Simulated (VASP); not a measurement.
# Cd (P6_3/mmc) in VASP: notebook, part 2 of 2

VASP 6.6.1. Earlier steps stand in the parts before.

## Step 6: Single point, LDA

File INCAR:

```
PREC = Accurate
ENCUT = 520
EDIFF = 1E-7
ISMEAR = 0
SIGMA = 1.0
LREAL = False
LASPH = True
NELM = 60
ALGO = Normal
ISIF = 2
LWAVE = False
LCHARG = True
LELF = True
LVHAR = True
NBANDS = 19
```

File KPOINTS:

```
Automatic mesh
0
Gamma
  13 13 6
```

File POSCAR:

```
Cd
1.0
    2.8818641727      0.0000000000      0.0000000000
   -1.4409320863      2.4957675838      0.0000000000
    0.0000000000      0.0000000000      5.6383707528
Cd
2
Direct
    0.3333333333      0.6666666667      0.2500000000
    0.6666666667      0.3333333333      0.7500000000
```

Potentials or basis: VASP PAW LDA potentials, release 64 (Cd).

The run is started by

```bash
cat potpaw_LDA.64/Cd/POTCAR > POTCAR
mpirun -np 1 vasp_std > vasp.out
```

OUTCAR:

```text
PREC = Accurate
   ENCUT = 520
   EDIFF = 1E-7
   ISMEAR = 0
   LREAL = False
   LASPH = True
   NELM = 60
   ISIF = 2

 ion  position               nearest neighbor table
   1  0.333  0.667  0.250-   2 3.27   2 3.27   2 3.27   2 3.27   2 3.27   2 3.27
   2  0.667  0.333  0.750-   1 3.27   1 3.27   1 3.27   1 3.27   1 3.27   1 3.27

  LATTYP: Found a hexagonal cell.
 ALAT       =     2.8818641727
 C/A-ratio  =     1.9565012141

  Lattice vectors:

 A1 = (   2.8818641727,   0.0000000000,   0.0000000000)
 A2 = (  -1.4409320863,   2.4957675838,   0.0000000000)
 A3 = (   0.0000000000,   0.0000000000,   5.6383707528)

Analysis of symmetry for initial positions (statically):
=====================================================================
 Subroutine PRICEL returns:
 Original cell was already a primitive cell.

 Routine SETGRP: Setting up the symmetry group for a
 hexagonal supercell.

 Subroutine GETGRP returns: Found 24 space group operations
 (whereof 12 operations were pure point group operations)
 out of a pool of 24 trial point group operations.

The static configuration has the point symmetry D_3d.
 The point group associated with its full space group is D_6h.

Analysis of symmetry for dynamics (positions and initial velocities):
=====================================================================
 Subroutine PRICEL returns:
 Original cell was already a primitive cell.

 Routine SETGRP: Setting up the symmetry group for a
 hexagonal supercell.

 Subroutine GETGRP returns: Found 24 space group operations
 (whereof 12 operations were pure point group operations)
 out of a pool of 24 trial point group operations.

The dynamic configuration has the point symmetry D_3d.
 The point group associated with its full space group is D_6h.

 Subroutine INISYM returns: Found 24 space group operations
 (whereof 12 operations are pure point group operations),
 and found     1 'primitive' translations

----------------------------------------------------------------------------------------

                                     Primitive cell

  volume of cell :      40.5538

  direct lattice vectors                    reciprocal lattice vectors
     2.881864173  0.000000000  0.000000000     0.346997617  0.200339167  0.000000000
    -1.440932086  2.495767584  0.000000000     0.000000000  0.400678335  0.000000000
     0.000000000  0.000000000  5.638370753     0.000000000  0.000000000  0.177356198

  length of vectors
     2.881864173  2.881864173  5.638370753     0.400678335  0.400678335  0.177356198

  position of ions in fractional coordinates (direct lattice)
     0.333333333  0.666666667  0.250000000
     0.666666667  0.333333333  0.750000000

  ion indices of the primitive-cell ions
   primitive index   ion index
                 1           1
                 2           2

----------------------------------------------------------------------------------------

 KPOINTS: Automatic mesh

Automatic generation of k-mesh.
 Grid dimensions read from file:
 generate k-points for:   13   13    6

 Generating k-lattice:

  Cartesian coordinates                     Fractional coordinates (reciprocal lattice)
     0.026692124  0.015410705  0.000000000     0.076923077 -0.000000000  0.000000000
     0.000000000  0.030821410  0.000000000     0.000000000  0.076923077  0.000000000
     0.000000000  0.000000000  0.029559366     0.000000000  0.000000000  0.166666667

  Length of vectors
     0.030821410  0.030821410  0.029559366

  Shift w.r.t. Gamma in fractional coordinates (k-lattice)
     0.000000000  0.000000000  0.000000000

 Subroutine IBZKPT returns following result:
 ===========================================

 Found     84 irreducible k-points:

 Following reciprocal coordinates:
            Coordinates               Weight
  0.000000  0.000000  0.000000      1.000000
  0.076923  0.000000  0.000000      6.000000
  0.153846 -0.000000  0.000000      6.000000
  0.230769 -0.000000  0.000000      6.000000
  0.307692 -0.000000  0.000000      6.000000
  0.384615  0.000000  0.000000      6.000000
[... 16 lines left out ...]
  0.076923  0.000000  0.166667     12.000000
  0.153846 -0.000000  0.166667     12.000000
 [... further k-points ...]
   k-points           NKPTS =     84   k-points in BZ     NKDIM =     84   number of bands    NBANDS=     19
   number of dos      NEDOS =    301   number of ions     NIONS =      2
   total plane-waves  NPLWV =  24192
   dimension x,y,z NGX =    24 NGY =   24 NGZ =   42
   dimension x,y,z NGXF=    48 NGYF=   48 NGZF=   84
   ions per type =               2
   NGX,Y,Z   is equivalent  to a cutoff of  13.84, 13.84, 12.38 a.u.
   NGXF,Y,Z  is equivalent  to a cutoff of  27.69, 27.69, 24.77 a.u.
 SYSTEM =  unknown system
   PREC   = accura    normal or accurate (medium, high low for compatibility)
   ISTART =      0    job   : 0-new  1-cont  2-samecut
   ICHARG =      2    charge: 1-file 2-atom 10-const
   ISPIN  =      1    spin polarized calculation?
   LNONCOLLINEAR =      F non collinear calculations
   LSORBIT =      F    spin-orbit coupling
   LASPH  =      T    aspherical Exc in radial PAW
   ENCUT  =  520.0 eV  38.22 Ry    6.18 a.u.   5.36  5.36 10.48*2*pi/ulx,y,z
   NELM   =     60;   NELMIN=  2; NELMDL= -5     # of ELM steps
   EDIFF  = 0.1E-06   stopping-criterion for ELM
   LREAL  =      F    real-space projection
   EDIFFG = 0.1E-05   stopping-criterion for IOM
   NSW    =      0    number of steps for IOM
   IBRION =     -1    ionic relax: 0-MD 1-quasi-New 2-CG
   NFREE  =      0    steps in history (QN), initial steepest desc. (CG)
   ISIF   =      2    stress and relaxation
   ISYM   =      2    0-nonsym 1-usesym 2-fastsym
   POTIM  = 0.5000    time-step for ionic-motion
   TEBEG  =    0.0;   TEEND  =   0.0 temperature during run
   PSTRESS=    0.0 pullay stress
   NELECT =      24.0000    total number of electrons
   NUPDOWN=      -1.0000    fix difference up-down
   EMIN   =  10.00;   EMAX   =-10.00  energy-range for DOS
   EFERMI =   0.00;   METHOD = LEGACY
   ISMEAR =     0;   SIGMA  =   1.00  broadening in eV -4-tet -1-fermi 0-gaus
   EFERMI_NEDOS =   21; number of points for ismear=-14 and -15
   IALGO  =     38    algorithm
   IMIX   =      4    mixing-type and parameters
     AMIX     =   0.40;   BMIX     =  1.00
     AMIX_MAG =   1.60;   BMIX_MAG =  1.00
  volume/ion in A,a.u.               =      20.28       136.84
  Fermi-wavevector in a.u.,A,eV,Ry     =   1.374469  2.597369 25.703635  1.889164
  Thomas-Fermi vector in A             =   2.499892
   LORBIT       =      0    0 simple, 1 ext, 2 COOP (PROOUT), +10 PAW based schemes
   GGA     = CA    functional components
   LHFCALC =     F    Hartree Fock is set to
   AEXX    =    0.0000 exact exchange contribution
   IVDW    =     0    specifies the selected vdW correction
   LEPSILON=     F    determine dielectric tensor
   LRPA    =     F    only Hartree local field effects (RPA)
 non-spin polarized calculation
 Gauss-broadening in eV      SIGMA  =   1.00
  energy-cutoff  :      520.00
  volume of cell :       40.55
 maximum number of plane-waves:      1136
 NGX is ok and might be reduce to    24
   NGX = 11   NGY = 11   NGZ = 21

 number of electron      23.9999994 magnetization

 Free energy of the ion-electron system (eV)
  ---------------------------------------------------
  ext. energy  EPLUGINS =         0.00000000
  ---------------------------------------------------
  free energy    TOTEN  =        -3.16152934 eV

  energy without entropy =       -2.88520570  energy(sigma->0) =       -3.02336752

 E-fermi :   3.1854     XC(G=0): -11.6940

 val. band max:        3.1584593792   @ k =   0.3846   0.0769   0.0000
 cond. band min:       3.1996192926   @ k =   0.3846   0.2308   0.5000
 fundamental gap:      0.0411599134
 Fermi energy:         3.1853619667

 k-point     1 :       0.0000    0.0000    0.0000
  band No.  band energies     occupation
      1      -7.0156      2.00000
      2      -6.7891      2.00000
      3      -6.2139      2.00000
      4      -6.2139      2.00000
      5      -6.1645      2.00000
      6      -6.1645      2.00000
[... 11 lines left out ...]
     18      19.3313      0.00000
     19      19.5956      0.00000
[... 485 lines left out ...]
 k-point    24 :       0.1538   -0.0000    0.1667
  band No.  band energies     occupation
      1      -6.7620      2.00000
      2      -6.5534      2.00000
      3      -6.3139      2.00000
      4      -6.2133      2.00000
      5      -5.9610      2.00000
      6      -5.9231      2.00000
[... 11 lines left out ...]
     18      18.0281      0.00000
     19      19.3942      0.00000

 [... further k-points ...]

------------------------ aborting loop because EDIFF is reached ----------------------------------------

  FORCE on cell =-STRESS in cart. coord.  units (eV):
  Direction    XX          YY          ZZ          XY          YZ          ZX
  --------------------------------------------------------------------------------------
  -------------------------------------------------------------------------------------
  Total        0.6210564      0.6210564     -0.0914335      0.0000000      0.0000000      0.0000000
  in kB       24.5363734     24.5363734     -3.6123078      0.0000000      0.0000000      0.0000000
  external PRESSURE =      15.1534797 kB  Pullay stress =       0.0000000 kB

 VOLUME and BASIS-vectors are now :
 -----------------------------------------------------------------------------
  energy-cutoff  :      520.00
  volume of cell :       40.55
      direct lattice vectors                 reciprocal lattice vectors
     2.881864173  0.000000000  0.000000000     0.346997617  0.200339167  0.000000000
    -1.440932086  2.495767584  0.000000000     0.000000000  0.400678335  0.000000000
     0.000000000  0.000000000  5.638370753     0.000000000  0.000000000  0.177356198

 POSITION                                       TOTAL-FORCE (eV/Angst)
 -----------------------------------------------------------------------------------
     -0.00000      1.66385      1.40959         0.000000      0.000000      0.000000
      1.44093      0.83192      4.22878        -0.000000     -0.000000     -0.000000
 -----------------------------------------------------------------------------------
    total drift:                               -0.000000      0.000000      0.000000

  FREE ENERGIE OF THE ION-ELECTRON SYSTEM (eV)
  ---------------------------------------------------
  free  energy   TOTEN  =        -3.1615293351 eV

  energy  without entropy=       -2.8852057024  energy(sigma->0) =       -3.02336752
```

Wall time 70 s (1 thread of Intel Xeon 8259CL, shared host); peak memory 0.18 GiB.

Results:

```
Free energy            : -3.1615 eV
Pressure               : 1.5 GPa
Band gap on the k mesh : zero (bands 12 and 13 overlap by 4.68 eV)
```

Stress tensor (GPa, compression positive):
```
 2.45  0.00  0.00
 0.00  2.45  0.00
 0.00  0.00 -0.36
```

Caveat: so wide a smearing shifts energies and pressures.

## Step 7: Overview

| smearing | gap on the mesh (eV) | pressure (GPa) |
| --- | --- | --- |
| gaussian 0.1 eV | none | 0.8 |
| gaussian 0.2 eV | none | 0.8 |
| gaussian 0.3 eV | none | 0.8 |
| gaussian 0.6 eV | none | 1.0 |
| gaussian 1 eV | none | 1.5 |

Alike in all rows: task single point; level LDA; potentials or basis VASP PAW LDA potentials, release 64 (Cd); no spin polarisation; cell as given; k mesh 13 × 13 × 6; cutoff (eV) 520.

Caveats: so wide a smearing shifts energies and pressures (at least some runs).

Total energies depend on the potentials used, so only differences within one code and one set of settings carry meaning.
